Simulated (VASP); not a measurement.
# P (P6/mmm) in VASP: further runs

P is run at these levels: PBE; tasks: single point.

Program: VASP 6.6.1. These are calculated values, not measurements. Logs are shortened: lines on timing, memory, paths and dates and some standing lists are left out, and cuts for length are marked.

**1. The cell of the first run**

It takes space group P6/mmm (No. 191, hexagonal). The conventional cell has a = 4.035 Å, b = 4.035 Å, c = 2.504 Å, α = 90.00°, β = 90.00°, γ = 120.00°. P (site symmetry -6m2) has 5 P at 2.33 to 2.50 Å within 3.1 Å.

The cell was built from a structure type or drawn by symmetry, and may not be a known phase.

**2. Single point, PBE**

Input file INCAR:

```
ALGO = Normal
EDIFF = 1E-6
ENCUT = 520
GGA = PE
ISIF = 2
ISMEAR = 0
LASPH = T
LCHARG = F
LREAL = F
LWAVE = F
NBANDS = 12
NELM = 100
PREC = Accurate
SIGMA = 0.1
```

Input file KPOINTS:

```
k-points
0
Gamma
  6 6 4
```

Input file POSCAR:

```
P
1.0
    4.0347473501     -0.0000000034      0.0000000000
   -2.0173736721      3.4941937047      0.0000000000
    0.0000000000      0.0000000000      2.5042967216
P
2
Direct
    0.3333333333      0.6666666667      0.0000000000
    0.6666666667      0.3333333333      0.0000000000
```

Potentials or basis: VASP PAW PBE potentials, release 64 (P).

Launch:

```
$ cat potpaw_PBE.64/P/POTCAR > POTCAR
$ mpirun -np 1 vasp_std > vasp.out
```

OUTCAR:

```text
EDIFF = 1E-6
   ENCUT = 520
   GGA = PE
   ISIF = 2
   ISMEAR = 0
   LASPH = T
   LREAL = F
   NELM = 100
   PREC = Accurate

 ion  position               nearest neighbor table
   1  0.333  0.667  0.000-   2 2.33   2 2.33   2 2.33
   2  0.667  0.333  0.000-   1 2.33   1 2.33   1 2.33

  LATTYP: Found a hexagonal cell.
 ALAT       =     4.0347473501
 C/A-ratio  =     0.6206824131

  Lattice vectors:

 A1 = (   4.0347473501,  -0.0000000034,   0.0000000000)
 A2 = (  -2.0173736721,   3.4941937047,   0.0000000000)
 A3 = (   0.0000000000,   0.0000000000,   2.5042967216)

Analysis of symmetry for initial positions (statically):
=====================================================================
 Subroutine PRICEL returns:
 Original cell was already a primitive cell.

 Routine SETGRP: Setting up the symmetry group for a
 hexagonal supercell.

 Subroutine GETGRP returns: Found 24 space group operations
 (whereof 24 operations were pure point group operations)
 out of a pool of 24 trial point group operations.

The static configuration has the point symmetry D_6h.

Analysis of symmetry for dynamics (positions and initial velocities):
=====================================================================
 Subroutine PRICEL returns:
 Original cell was already a primitive cell.

 Routine SETGRP: Setting up the symmetry group for a
 hexagonal supercell.

 Subroutine GETGRP returns: Found 24 space group operations
 (whereof 24 operations were pure point group operations)
 out of a pool of 24 trial point group operations.

The dynamic configuration has the point symmetry D_6h.

 Subroutine INISYM returns: Found 24 space group operations
 (whereof 24 operations are pure point group operations),
 and found     1 'primitive' translations

----------------------------------------------------------------------------------------

                                     Primitive cell

  volume of cell :      35.3060

  direct lattice vectors                    reciprocal lattice vectors
     4.034747350 -0.000000003  0.000000000     0.247846994  0.143094528  0.000000000
    -2.017373672  3.494193705  0.000000000     0.000000000  0.286189057  0.000000000
     0.000000000  0.000000000  2.504296722     0.000000000  0.000000000  0.399313704

  length of vectors
     4.034747350  4.034747350  2.504296722     0.286189057  0.286189057  0.399313704

  position of ions in fractional coordinates (direct lattice)
     0.333333333  0.666666667  0.000000000
     0.666666667  0.333333333  0.000000000

  ion indices of the primitive-cell ions
   primitive index   ion index
                 1           1
                 2           2

----------------------------------------------------------------------------------------

 KPOINTS: k-points

Automatic generation of k-mesh.
 Grid dimensions read from file:
 generate k-points for:    6    6    4

 Generating k-lattice:

  Cartesian coordinates                     Fractional coordinates (reciprocal lattice)
     0.041307832  0.023849088  0.000000000     0.166666667 -0.000000000  0.000000000
     0.000000000  0.047698176  0.000000000    -0.000000000  0.166666667  0.000000000
     0.000000000  0.000000000  0.099828426     0.000000000  0.000000000  0.250000000

  Length of vectors
     0.047698176  0.047698176  0.099828426

  Shift w.r.t. Gamma in fractional coordinates (k-lattice)
     0.000000000  0.000000000  0.000000000

 Subroutine IBZKPT returns following result:
 ===========================================

 Found     21 irreducible k-points:

 Following reciprocal coordinates:
            Coordinates               Weight
  0.000000  0.000000  0.000000      1.000000
  0.166667  0.000000  0.000000      6.000000
  0.333333  0.000000  0.000000      6.000000
  0.500000  0.000000  0.000000      3.000000
  0.166667  0.166667  0.000000      6.000000
  0.333333  0.166667  0.000000     12.000000
[... 13 lines left out ...]
  0.333333  0.166667  0.500000     12.000000
  0.333333  0.333333  0.500000      2.000000
   k-points           NKPTS =     21   k-points in BZ     NKDIM =     21   number of bands    NBANDS=     12
   number of dos      NEDOS =    301   number of ions     NIONS =      2
   total plane-waves  NPLWV =  18000
   dimension x,y,z NGX =    30 NGY =   30 NGZ =   20
   dimension x,y,z NGXF=    60 NGYF=   60 NGZF=   40
   ions per type =               2
   NGX,Y,Z   is equivalent  to a cutoff of  12.36, 12.36, 13.28 a.u.
   NGXF,Y,Z  is equivalent  to a cutoff of  24.72, 24.72, 26.55 a.u.
 SYSTEM =  unknown system
   PREC   = accura    normal or accurate (medium, high low for compatibility)
   ISTART =      0    job   : 0-new  1-cont  2-samecut
   ICHARG =      2    charge: 1-file 2-atom 10-const
   ISPIN  =      1    spin polarized calculation?
   LNONCOLLINEAR =      F non collinear calculations
   LSORBIT =      F    spin-orbit coupling
   LASPH  =      T    aspherical Exc in radial PAW
   ENCUT  =  520.0 eV  38.22 Ry    6.18 a.u.   7.50  7.50  4.66*2*pi/ulx,y,z
   NELM   =    100;   NELMIN=  2; NELMDL= -5     # of ELM steps
   EDIFF  = 0.1E-05   stopping-criterion for ELM
   LREAL  =      F    real-space projection
   EDIFFG = 0.1E-04   stopping-criterion for IOM
   NSW    =      0    number of steps for IOM
   IBRION =     -1    ionic relax: 0-MD 1-quasi-New 2-CG
   NFREE  =      0    steps in history (QN), initial steepest desc. (CG)
   ISIF   =      2    stress and relaxation
   ISYM   =      2    0-nonsym 1-usesym 2-fastsym
   POTIM  = 0.5000    time-step for ionic-motion
   TEBEG  =    0.0;   TEEND  =   0.0 temperature during run
   PSTRESS=    0.0 pullay stress
   NELECT =      10.0000    total number of electrons
   NUPDOWN=      -1.0000    fix difference up-down
   EMIN   =  10.00;   EMAX   =-10.00  energy-range for DOS
   EFERMI =   0.00;   METHOD = LEGACY
   ISMEAR =     0;   SIGMA  =   0.10  broadening in eV -4-tet -1-fermi 0-gaus
   EFERMI_NEDOS =   21; number of points for ismear=-14 and -15
   IALGO  =     38    algorithm
   IMIX   =      4    mixing-type and parameters
     AMIX     =   0.40;   BMIX     =  1.00
     AMIX_MAG =   1.60;   BMIX_MAG =  1.00
  volume/ion in A,a.u.               =      17.65       119.13
  Fermi-wavevector in a.u.,A,eV,Ry     =   1.075124  2.031689 15.726853  1.155891
  Thomas-Fermi vector in A             =   2.210971
   LORBIT       =      0    0 simple, 1 ext, 2 COOP (PROOUT), +10 PAW based schemes
   GGA     = PE    functional components
   LHFCALC =     F    Hartree Fock is set to
   AEXX    =    0.0000 exact exchange contribution
   IVDW    =     0    specifies the selected vdW correction
   LEPSILON=     F    determine dielectric tensor
   LRPA    =     F    only Hartree local field effects (RPA)
 non-spin polarized calculation
 Gauss-broadening in eV      SIGMA  =   0.10
  energy-cutoff  :      520.00
  volume of cell :       35.31
 maximum number of plane-waves:       969
 NGX is ok and might be reduce to    30
   NGX = 15   NGY = 15   NGZ =  9

 number of electron      10.0000000 magnetization

 number of electron       9.9999998 magnetization

 Free energy of the ion-electron system (eV)
  ---------------------------------------------------
  ext. energy  EPLUGINS =         0.00000000
  ---------------------------------------------------
  free energy    TOTEN  =       -10.17928074 eV

  energy without entropy =      -10.17541599  energy(sigma->0) =      -10.17734836

 E-fermi :   7.7596     XC(G=0): -10.1340

 val. band max:        7.7144827119   @ k =   0.3333   0.0000   0.5000
 cond. band min:       7.8942229061   @ k =   0.0000   0.0000   0.2500
 fundamental gap:      0.1797401942
 Fermi energy:         7.7596176567

 k-point     1 :       0.0000    0.0000    0.0000
  band No.  band energies     occupation
      1      -8.4166      2.00000
      2       0.1025      2.00000
      3       1.8426      2.00000
      4       1.8426      2.00000
      5       6.7523      2.00000
      6       6.7523      2.00000
      7      11.8068      0.00000
      8      12.3326      0.00000
      9      15.7024      0.00000
     10      17.0280      0.00000
     11      23.3437      0.00000
     12      23.3440      0.00000

 k-point     2 :       0.1667    0.0000    0.0000
  band No.  band energies     occupation
      1      -8.1521      2.00000
      2      -1.6169      2.00000
      3       1.5041      2.00000
      4       3.2603      2.00000
      5       6.8189      2.00000
      6       7.6597      1.84246
      7      12.0109      0.00000
      8      13.5897      0.00000
      9      15.7627      0.00000
     10      16.4565      0.00000
     11      21.1865      0.00000
     12      21.3622      0.00000

 k-point     3 :       0.3333    0.0000    0.0000
  band No.  band energies     occupation
      1      -7.4084      2.00000
      2      -3.6918      2.00000
      3       0.9914      2.00000
      4       3.7709      2.00000
      5       8.5126      0.00000
      6       9.8108      0.00000
      7      12.5737      0.00000
      8      14.7505      0.00000
      9      15.3023      0.00000
     10      16.3798      0.00000
     11      17.2845      0.00000
     12      19.4117      0.00000
[... 241 lines left out ...]
 k-point    20 :       0.3333    0.1667    0.5000
  band No.  band energies     occupation
      1      -2.8658      2.00000
      2      -0.8296      2.00000
      3       0.8352      2.00000
      4       2.5923      2.00000
      5       3.1250      2.00000
      6       8.9065      0.00000
      7       9.6982      0.00000
      8      11.9189      0.00000
      9      13.6368      0.00000
     10      15.2250      0.00000
     11      15.9510      0.00000
     12      17.2318      0.00000

 k-point    21 :       0.3333    0.3333    0.5000
  band No.  band energies     occupation
      1      -1.9007      2.00000
      2      -1.9007      2.00000
      3       1.6681      2.00000
      4       1.6681      2.00000
      5       2.6754      2.00000
      6       9.0889      0.00000
      7      11.0530      0.00000
      8      11.0530      0.00000
      9      13.8364      0.00000
     10      16.0051      0.00000
     11      16.0051      0.00000
     12      16.7446      0.00000

------------------------ aborting loop because EDIFF is reached ----------------------------------------

  FORCE on cell =-STRESS in cart. coord.  units (eV):
  Direction    XX          YY          ZZ          XY          YZ          ZX
  --------------------------------------------------------------------------------------
  -------------------------------------------------------------------------------------
  Total       -0.0443752     -0.0443752     -0.0238219     -0.0000000      0.0000000      0.0000000
  in kB       -2.0137317     -2.0137317     -1.0810282     -0.0000000      0.0000000      0.0000000
  external PRESSURE =      -1.7028305 kB  Pullay stress =       0.0000000 kB

 VOLUME and BASIS-vectors are now :
 -----------------------------------------------------------------------------
  energy-cutoff  :      520.00
  volume of cell :       35.31
      direct lattice vectors                 reciprocal lattice vectors
     4.034747350 -0.000000003  0.000000000     0.247846994  0.143094528  0.000000000
    -2.017373672  3.494193705  0.000000000     0.000000000  0.286189057  0.000000000
     0.000000000  0.000000000  2.504296722     0.000000000  0.000000000  0.399313704

 POSITION                                       TOTAL-FORCE (eV/Angst)
 -----------------------------------------------------------------------------------
      0.00000      2.32946      0.00000        -0.000000      0.000000      0.000000
      2.01737      1.16473      0.00000         0.000000     -0.000000     -0.000000
 -----------------------------------------------------------------------------------
    total drift:                               -0.000000      0.000000      0.000000

  FREE ENERGIE OF THE ION-ELECTRON SYSTEM (eV)
  ---------------------------------------------------
  free  energy   TOTEN  =       -10.1792807388 eV

  energy  without entropy=      -10.1754159886  energy(sigma->0) =      -10.17734836
```

It took 3.8 s on 1 thread of Intel Xeon 6975P-C (Granite Rapids), shared host; peak memory 0.13 GiB.

Results:

| Quantity | Value |
| --- | --- |
| Free energy | -10.1793 eV |
| Pressure | -0.2 GPa |
| Band gap on the k mesh | zero (bands 5 and 6 overlap by 5.09 eV) |

Caveat: the k points lie up to 0.63 Å⁻¹ apart, too coarse for converged energies and pressures of a metal.

(Continued in part 2 of 2.)
